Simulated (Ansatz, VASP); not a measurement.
**One calculation of VH, two programs**

INCAR

```
  ALGO = Normal
  EDIFF = 1E-6
  ENCUT = 520
  GGA = PS
  ISIF = 2
  ISMEAR = 0
  LASPH = True
  LCHARG = False
  LREAL = False
  LWAVE = False
  NBANDS = 14
  NELM = 100
  PREC = Accurate
  SIGMA = 0.15
```

KPOINTS

```
k-points
0
Gamma
  20 20 20
```

File POSCAR:

```
VH
1.0
    0.0000000000      1.8655659010      1.9637535800
    1.8655659010      0.0000000000      1.9637535800
    1.8655659010      1.8655659010      0.0000000000
V H
1 1
Direct
    0.0000000000      0.0000000000      0.0000000000
    0.5000000000      0.5000000000      0.5000000000
```

Input for Ansatz:

```yaml
crystal:
  lattice:
    - [0.0, 1.865565901, 1.96375358]
    - [1.865565901, 0.0, 1.96375358]
    - [1.865565901, 1.865565901, 0.0]
  atoms:
    - { symbol: V, position: [0.0, 0.0, 0.0] }
    - { symbol: H, position: [0.5, 0.5, 0.5] }
basis:
  ecutwfc: 420
kpoints:
  mp_grid: { grid: [20, 20, 20] }
hamiltonian:
  xc: pbesol
scf:
  occupations: { method: gaussian, width: 0.15 }
output:
  forces: true
  stress: true
  eigenvalues: true
```

Change from the starting cell: strain -0.050 along x and y, +0.000 along z, atoms carried along.

Alike in both runs: task single point; functional PBEsol; k mesh 20 × 20 × 20; occupations gaussian, width 0.15 eV; no spin polarisation.

|  | VASP | Ansatz |
| --- | --- | --- |
| version | VASP 6.6.1 | Ansatz 0.2.0 |
| potentials or method | VASP PAW PBE potentials, release 64 (V_sv, H), cutoff 520 eV | scalar-relativistic, plane waves, PAW |
| valence electrons in the cell | 14 | 14 |

```tsv
	VASP	Ansatz	Ansatz less VASP
gap on the k mesh at the Fermi level (eV)	none	none	-
pressure (GPa)	21.2	20.9	-0.28
traceless stress, the component that is largest in VASP (GPa)	-0.50	-0.45	+0.059
```

VASP's potentials were made for PBE, not for PBEsol. A gap of «none» marks a metal or a gap that the smearing closes. The functional is the same, so the differences come from potentials, cutoffs and numerics.
